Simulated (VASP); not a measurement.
Wanted: the native input for a VASP 6.6.1 run.

```
Task                   : single point
Functional             : PBEsol
Potentials or basis    : VASP PAW PBE potentials, release 64 (K_sv, Cl)
Cutoff                 : 520 eV
k mesh                 : 4 × 4 × 4
Occupations            : fermi-dirac, width 0.03 eV
Spin                   : no spin polarisation
Dipole correction      : no
Further INCAR settings : ALGO = Normal; EDIFF = 1e-07; NBANDS = 42
```

The structure of KCl lies in POSCAR:

```
KCl
1.0
    6.2437714079      0.0000000000      0.0000000000
    0.0000000000      6.2437714079      0.0000000000
    0.0000000000      0.0000000000      6.2437714079
K Cl
4 4
Direct
    0.7503797184      0.7496202816      0.2503797184
    0.7496202816      0.2503797184      0.7503797184
    0.2503797184      0.7503797184      0.7496202816
    0.2496202816      0.2496202816      0.2496202816
    0.2495887111      0.2504112889      0.7495887111
    0.2504112889      0.7495887111      0.2495887111
    0.7495887111      0.2495887111      0.2504112889
    0.7504112889      0.7504112889      0.7504112889
```

These files were run (other wordings do the same):

INCAR

```
ALGO = Normal
EDIFF = 1E-7
ENCUT = 520
GGA = PS
ISIF = 2
ISMEAR = -1
LASPH = T
LCHARG = F
LREAL = F
LWAVE = F
NBANDS = 42
NELM = 80
PREC = Accurate
SIGMA = 0.03
```

KPOINTS

```
k-points
0
Gamma
  4 4 4
```

Potentials or basis: VASP PAW PBE potentials, release 64 (K_sv, Cl).

The run is started by

```console
$ cat potpaw_PBE.64/K_sv/POTCAR potpaw_PBE.64/Cl/POTCAR > POTCAR
$ mpirun -np 1 vasp_std > vasp.out
```

Results of the run:

| Property | Result |
| --- | --- |
| Pressure | 0.0 GPa |
| Band gap on the k mesh | 5.10 eV |

Caveat: the PAW data sets were made with another functional, which shifts forces and pressure a little.

Wall time 120 s on 1 thread of AMD EPYC 7R43 64-Core Processor (Zen 3), on a shared host, peak memory 0.32 GiB.
